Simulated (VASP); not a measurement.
Write the native input for VASP 6.6.1 that does the following.

- Task: single point
- Functional: RPBE
- Potentials or basis: VASP PAW PBE potentials, release 64 (Be)
- Cutoff: 520 eV
- k mesh: 18 × 18 × 5
- Occupations: fermi-dirac, width 0.1 eV
- Spin: no spin polarisation
- Dipole correction: no
- Further INCAR settings: ALGO = Normal; EDIFF = 1e-06; NBANDS = 12

The structure of Be lies in POSCAR:

```
Be
1.0
    2.2748156207      0.0000000000      0.0000000000
   -1.1374078104      1.9700481165      0.0000000000
    0.0000000000      0.0000000000      7.2357091572
Be
4
Direct
    0.0000000000      1.0000000000      1.0000000000
    1.0000000000      1.0000000000      0.5000000000
    0.3333333333      0.6666666667      0.2500000000
    0.6666666667      0.3333333333      0.7500000000
```

These files were run (other wordings do the same):

INCAR

```
SYSTEM = Be
PREC = Accurate
ENCUT = 520
EDIFF = 1E-6
ISMEAR = -1
SIGMA = 0.1
LREAL = .False.
LASPH = .True.
NELM = 80
ALGO = Normal
ISIF = 2
LWAVE = .False.
LCHARG = .True.
GGA = RP
LELF = .True.
LVHAR = .True.
NBANDS = 12
```

KPOINTS

```
Automatic mesh
0
Gamma
  18 18 5
  0 0 0
```

Potentials or basis: VASP PAW PBE potentials, release 64 (Be).

Launch:

```console
$ cat potpaw_PBE.64/Be/POTCAR > POTCAR
$ mpirun -np 1 vasp_std > vasp.out
```

Results of the run:

The pressure is 0.1 GPa and the band gap on the k mesh is zero (band 4 reaches 7.83 eV, above the bottom of band 5 at 6.47 eV).

Caveat: the PAW data sets were made with another functional, which shifts forces and pressure a little.

Wall time 30 s on 1 thread of Intel(R) Xeon(R) Platinum 8375C CPU @ 2.90GHz (Ice Lake), with other jobs on the host, peak memory 0.16 GiB.
